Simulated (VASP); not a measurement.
# Yb (Fm-3m) in VASP: electric field gradients with PBE

Aim: the electric field gradients of Yb with PBE.

Program: VASP 6.6.1. These are calculated values, not measurements. Logs are shortened: lines on timing, memory, paths and dates and some standing lists are left out, and cuts for length are marked.

## Step 1: The cell of the first run

Symmetry: Fm-3m, No. 225, cubic system. Conventional cell: a = 5.558 Å, b = 5.558 Å, c = 5.558 Å, α = 90.00°, β = 90.00°, γ = 90.00°. Within 5.2 Å of Yb (site symmetry m-3m) lie 12 Yb at 3.93 Å.

## Step 2: Electric field gradients, PBE

Contents of INCAR:

```
SYSTEM = Yb
PREC = Accurate
ENCUT = 520
EDIFF = 1E-8
ISMEAR = -1
SIGMA = 0.05
LREAL = .FALSE.
LASPH = .TRUE.
NELM = 60
ALGO = Normal
ISIF = 2
LWAVE = .FALSE.
LCHARG = .FALSE.
GGA = PE
LEFG = .TRUE.
NBANDS = 18
```

Contents of KPOINTS:

```
Automatic mesh
0
G
  12 12 12
  0 0 0
```

Contents of POSCAR:

```
Yb
1.0
    0.0000000000      2.7791975606      2.7791975606
    2.7791975606      0.0000000000      2.7791975606
    2.7791975606      2.7791975606      0.0000000000
Yb
1
Direct
    0.0000000000      0.0000000000      0.0000000000
```

Potentials or basis: VASP PAW PBE potentials, release 64 (Yb).

Command:

```bash
$ cat potpaw_PBE.64/Yb/POTCAR > POTCAR
$ mpirun -np 1 vasp_std > vasp.out
```

OUTCAR:

```text
SYSTEM = Yb
   PREC = Accurate
   ENCUT = 520
   EDIFF = 1E-8
   ISMEAR = -1
   LREAL = .FALSE.
   LASPH = .TRUE.
   NELM = 60
   ISIF = 2
   GGA = PE

 ion  position               nearest neighbor table
   1  0.000  0.000  0.000-

  LATTYP: Found a face centered cubic cell.
 ALAT       =     5.5583951212

  Lattice vectors:

 A1 = (   0.0000000000,   2.7791975606,   2.7791975606)
 A2 = (   2.7791975606,   0.0000000000,   2.7791975606)
 A3 = (   2.7791975606,   2.7791975606,   0.0000000000)

Analysis of symmetry for initial positions (statically):
[... 5 lines left out ...]
 face centered cubic supercell.

 Subroutine GETGRP returns: Found 48 space group operations
 (whereof 48 operations were pure point group operations)
 out of a pool of 48 trial point group operations.

The static configuration has the point symmetry O_h .

Analysis of symmetry for dynamics (positions and initial velocities):
[... 5 lines left out ...]
 face centered cubic supercell.

 Subroutine GETGRP returns: Found 48 space group operations
 (whereof 48 operations were pure point group operations)
 out of a pool of 48 trial point group operations.

The dynamic configuration has the point symmetry O_h .

 Subroutine INISYM returns: Found 48 space group operations
 (whereof 48 operations are pure point group operations),
 and found     1 'primitive' translations

----------------------------------------------------------------------------------------

                                     Primitive cell

  volume of cell :      42.9327

  direct lattice vectors                    reciprocal lattice vectors
     0.000000000  2.779197561  2.779197561    -0.179908045  0.179908045  0.179908045
     2.779197561  0.000000000  2.779197561     0.179908045 -0.179908045  0.179908045
     2.779197561  2.779197561  0.000000000     0.179908045  0.179908045 -0.179908045

  length of vectors
     3.930378883  3.930378883  3.930378883     0.311609875  0.311609875  0.311609875

  position of ions in fractional coordinates (direct lattice)
     0.000000000  0.000000000  0.000000000

  ion indices of the primitive-cell ions
   primitive index   ion index
                 1           1

----------------------------------------------------------------------------------------

 KPOINTS: Automatic mesh

Automatic generation of k-mesh.
 Grid dimensions read from file:
 generate k-points for:   12   12   12

 Generating k-lattice:

  Cartesian coordinates                     Fractional coordinates (reciprocal lattice)
    -0.014992337  0.014992337  0.014992337     0.083333333  0.000000000  0.000000000
     0.014992337 -0.014992337  0.014992337     0.000000000  0.083333333  0.000000000
     0.014992337  0.014992337 -0.014992337     0.000000000  0.000000000  0.083333333

  Length of vectors
     0.025967490  0.025967490  0.025967490

  Shift w.r.t. Gamma in fractional coordinates (k-lattice)
     0.000000000  0.000000000  0.000000000

 Subroutine IBZKPT returns following result:
 ===========================================

 Found     72 irreducible k-points:

 Following reciprocal coordinates:
            Coordinates               Weight
  0.000000  0.000000  0.000000      1.000000
  0.083333  0.000000  0.000000      8.000000
  0.166667  0.000000  0.000000      8.000000
  0.250000  0.000000  0.000000      8.000000
  0.333333  0.000000  0.000000      8.000000
  0.416667  0.000000  0.000000      8.000000
[... 16 lines left out ...]
  0.500000  0.166667  0.000000     24.000000
 -0.416667  0.166667  0.000000     24.000000
 [... further k-points ...]
   k-points           NKPTS =     72   k-points in BZ     NKDIM =     72   number of bands    NBANDS=     18
   number of dos      NEDOS =    301   number of ions     NIONS =      1
   total plane-waves  NPLWV =  27000
   dimension x,y,z NGX =    30 NGY =   30 NGZ =   30
   dimension x,y,z NGXF=    60 NGYF=   60 NGZF=   60
   ions per type =               1
   NGX,Y,Z   is equivalent  to a cutoff of  12.69, 12.69, 12.69 a.u.
   NGXF,Y,Z  is equivalent  to a cutoff of  25.38, 25.38, 25.38 a.u.
 SYSTEM =  Yb
   PREC   = accura    normal or accurate (medium, high low for compatibility)
   ISTART =      0    job   : 0-new  1-cont  2-samecut
   ICHARG =      2    charge: 1-file 2-atom 10-const
   ISPIN  =      1    spin polarized calculation?
   LNONCOLLINEAR =      F non collinear calculations
   LSORBIT =      F    spin-orbit coupling
   LASPH  =      T    aspherical Exc in radial PAW
   ENCUT  =  520.0 eV  38.22 Ry    6.18 a.u.   7.31  7.31  7.31*2*pi/ulx,y,z
   NELM   =     60;   NELMIN=  2; NELMDL= -5     # of ELM steps
   EDIFF  = 0.1E-07   stopping-criterion for ELM
   LREAL  =      F    real-space projection
   EDIFFG = 0.1E-06   stopping-criterion for IOM
   NSW    =      0    number of steps for IOM
   IBRION =     -1    ionic relax: 0-MD 1-quasi-New 2-CG
   NFREE  =      0    steps in history (QN), initial steepest desc. (CG)
   ISIF   =      2    stress and relaxation
   ISYM   =      2    0-nonsym 1-usesym 2-fastsym
   POTIM  = 0.5000    time-step for ionic-motion
   TEBEG  =    0.0;   TEEND  =   0.0 temperature during run
   PSTRESS=    0.0 pullay stress
   NELECT =      24.0000    total number of electrons
   NUPDOWN=      -1.0000    fix difference up-down
   EMIN   =  10.00;   EMAX   =-10.00  energy-range for DOS
   EFERMI =   0.00;   METHOD = LEGACY
   ISMEAR =    -1;   SIGMA  =   0.05  broadening in eV -4-tet -1-fermi 0-gaus
   EFERMI_NEDOS =   21; number of points for ismear=-14 and -15
   IALGO  =     38    algorithm
   IMIX   =      4    mixing-type and parameters
     AMIX     =   0.40;   BMIX     =  1.00
     AMIX_MAG =   1.60;   BMIX_MAG =  1.00
  volume/ion in A,a.u.               =      42.93       289.72
  Fermi-wavevector in a.u.,A,eV,Ry     =   1.348598  2.548481 24.745139  1.818716
  Thomas-Fermi vector in A             =   2.476254
   LORBIT       =      0    0 simple, 1 ext, 2 COOP (PROOUT), +10 PAW based schemes
   GGA     = PE    functional components
   LHFCALC =     F    Hartree Fock is set to
   AEXX    =    0.0000 exact exchange contribution
   IVDW    =     0    specifies the selected vdW correction
   LEPSILON=     F    determine dielectric tensor
   LRPA    =     F    only Hartree local field effects (RPA)
 non-spin polarized calculation
  energy-cutoff  :      520.00
  volume of cell :       42.93
 maximum number of plane-waves:      1185
 NGX is ok and might be reduce to    30
   NGX = 15   NGY = 15   NGZ = 15

 number of electron      24.0000012 magnetization

 Free energy of the ion-electron system (eV)
  ---------------------------------------------------
  ext. energy  EPLUGINS =         0.00000000
  ---------------------------------------------------
  free energy    TOTEN  =        -3.49708100 eV

  energy without entropy =       -3.47865433  energy(sigma->0) =       -3.48786767

 E-fermi :   1.0480     XC(G=0):  -8.6979

 val. band max:        1.0462340745   @ k =  -0.4167   0.2500   0.0000
 cond. band min:       1.0636241756   @ k =  -0.3333   0.3333   0.1667
 fundamental gap:      0.0173901011
 Fermi energy:         1.0479760438

 k-point     1 :       0.0000    0.0000    0.0000
  band No.  band energies     occupation
      1     -50.8211      2.00000
      2     -23.0999      2.00000
      3     -23.0999      2.00000
      4     -23.0999      2.00000
      5      -3.7191      2.00000
      6       0.6321      1.99951
[... 10 lines left out ...]
     17       5.5081      0.00000
     18       9.7884      0.00000

 k-point     2 :       0.0833    0.0000    0.0000
  band No.  band energies     occupation
      1     -50.8207      2.00000
      2     -23.1124      2.00000
      3     -23.1016      2.00000
      4     -23.1016      2.00000
      5      -3.5840      2.00000
      6       0.6337      1.99950
[... 10 lines left out ...]
     17       5.4283      0.00000
     18      10.1159      0.00000

 k-point     3 :       0.1667    0.0000    0.0000
  band No.  band energies     occupation
      1     -50.8194      2.00000
      2     -23.1462      2.00000
      3     -23.1064      2.00000
      4     -23.1064      2.00000
      5      -3.1902      2.00000
      6       0.6387      1.99944
[... 10 lines left out ...]
     17       5.3181      0.00000
     18      10.0533      0.00000

 k-point     4 :       0.2500    0.0000    0.0000
  band No.  band energies     occupation
      1     -50.8177      2.00000
      2     -23.1919      2.00000
      3     -23.1128      2.00000
      4     -23.1128      2.00000
      5      -2.5750      2.00000
      6       0.6464      1.99935
[... 375 lines left out ...]
      4     -23.1359      2.00000
      5      -1.1220      2.00000
      6       0.6647      1.99906
[... 10 lines left out ...]
     17       6.7105      0.00000
     18       7.7333      0.00000

 k-point    23 :       0.5000    0.1667    0.0000
  band No.  band energies     occupation
      1     -50.8137      2.00000
      2     -23.2634      2.00000
      3     -23.1525      2.00000
      4     -23.1362      2.00000
      5      -0.3801      2.00000
      6       0.6597      1.99915
[... 10 lines left out ...]
     17       6.8381      0.00000
     18       7.0760      0.00000

 k-point    24 :      -0.4167    0.1667    0.0000
  band No.  band energies     occupation
      1     -50.8136      2.00000
      2     -23.2650      2.00000
      3     -23.1585      2.00000
      4     -23.1325      2.00000
      5      -0.2090      2.00000
      6       0.6518      1.99928
[... 10 lines left out ...]
     17       6.4282      0.00000
     18       7.3682      0.00000

 [... further k-points ...]
[... 5 lines left out ...]
  --------------------------------------------------------------------------------------
  -------------------------------------------------------------------------------------
  Total       -0.7550027     -0.7550027     -0.7550027      0.0000000     -0.0000000      0.0000000
  in kB      -28.1754495    -28.1754495    -28.1754495      0.0000000     -0.0000000      0.0000000
  external PRESSURE =     -28.1754495 kB  Pullay stress =       0.0000000 kB

 VOLUME and BASIS-vectors are now :
 -----------------------------------------------------------------------------
  energy-cutoff  :      520.00
  volume of cell :       42.93
      direct lattice vectors                 reciprocal lattice vectors
     0.000000000  2.779197561  2.779197561    -0.179908045  0.179908045  0.179908045
     2.779197561  0.000000000  2.779197561     0.179908045 -0.179908045  0.179908045
     2.779197561  2.779197561  0.000000000     0.179908045  0.179908045 -0.179908045

 POSITION                                       TOTAL-FORCE (eV/Angst)
 -----------------------------------------------------------------------------------
      0.00000      0.00000      0.00000        -0.000000     -0.000000     -0.000000
 -----------------------------------------------------------------------------------
    total drift:                               -0.000000     -0.000000      0.000000

  FREE ENERGIE OF THE ION-ELECTRON SYSTEM (eV)
  ---------------------------------------------------
  free  energy   TOTEN  =        -3.4970810045 eV

  energy  without entropy=       -3.4786543344  energy(sigma->0) =       -3.48786767

 Electric field gradients (V/A^2)
---------------------------------------------------------------------
 ion       V_xx      V_yy      V_zz      V_xy      V_xz      V_yz
---------------------------------------------------------------------
   1      -0.000     0.000    -0.000     0.004     0.004     0.004
---------------------------------------------------------------------

 Electric field gradients after diagonalization (V/A^2)
 (convention: |V_zz| > |V_xx| > |V_yy|)
----------------------------------------------------------------------
 ion       V_xx      V_yy      V_zz     asymmetry (V_yy - V_xx)/ V_zz
----------------------------------------------------------------------
   1      -0.004    -0.004     0.007       0.000
----------------------------------------------------------------------

           NMR quadrupolar parameters

 Cq : quadrupolar parameter    Cq=e*Q*V_zz/h
 eta: asymmetry parameters     (V_yy - V_xx)/ V_zz
 Q  : nuclear electric quadrupole moment in mb (millibarn)
----------------------------------------------------------------------
 ion       Cq(MHz)       eta       Q (mb)
----------------------------------------------------------------------
   1       0.000       0.000       1.000
----------------------------------------------------------------------
```

It took 2.2 min on 1 thread of Intel Xeon 6975P-C, shared host; peak memory 0.22 GiB.

Results:

* Free energy: -3.4971 eV
* Pressure: -2.8 GPa
* Band gap on the k mesh: zero (band 12 reaches 1.15 eV, above the bottom of band 13 at 1.05 eV)

Caveat: without QUAD_EFG the Cq values of the log hold for a quadrupole moment of 1 mb, not for the nuclei; spin-orbit coupling is left out, which moves the levels of the heavy elements. Spin polarisation is off, so any magnetic state and its effect on volume and gap are missing.
